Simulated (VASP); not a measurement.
A run of VASP 6.6.1:

The input INCAR:

```
PREC     = Accurate       # precision mode
ENCUT    = 600            # plane-wave cutoff, eV
EDIFF    = 1E-7           # SCF threshold, eV
ISMEAR   = 0              # smearing method
SIGMA    = 0.1            # smearing width, eV
LREAL    = F              # projectors in reciprocal space
LASPH    = T              # aspherical terms in the spheres
NELM     = 60             # most SCF steps
ALGO     = Fast           # electronic algorithm
ISIF     = 3              # what is computed and relaxed
LWAVE    = F              # write WAVECAR
LCHARG   = F              # write CHGCAR
GGA      = PE             # functional
IBRION   = 2              # ionic algorithm
NSW      = 90             # ionic steps
EDIFFG   = -0.04          # ionic threshold
```

The input KPOINTS:

```
regular mesh
0
Gamma
  6 6 2
```

File POSCAR:

```
InGa3As2
1.0
    3.4342868700      0.0000000000      0.0000000000
    0.0000000000      3.4342868700      0.0000000000
    0.0000000000      0.0000000000     10.2675157400
In Ga As
1 3 2
Direct
    0.0000000000      0.0000000000      0.0000000000
    0.5000000000      0.5000000000      0.1837450000
    0.5000000000      0.5000000000      0.5000000000
    0.5000000000      0.5000000000      0.8162550000
    0.0000000000      0.0000000000      0.3342649900
    0.0000000000      0.0000000000      0.6657350100
```

Potentials or basis: VASP PAW PBE potentials, release 64 (In_d, Ga_d, As).

Command:

```bash
$ cat potpaw_PBE.64/In_d/POTCAR potpaw_PBE.64/Ga_d/POTCAR potpaw_PBE.64/As/POTCAR > POTCAR
$ mpirun -np 1 vasp_std > vasp.out
```

Hardware: 1 thread of Intel(R) Xeon(R) Platinum 8259CL CPU @ 2.50GHz (Skylake/Cascade Lake) (shared host).

Problem. How long does it take, and how much memory?

Solution. Wall time 19 min on 1 thread of Intel(R) Xeon(R) Platinum 8259CL CPU @ 2.50GHz (Skylake/Cascade Lake) (shared host), peak memory 0.32 GiB. Counts: scf iterations 140, k points 20, ion steps 9.
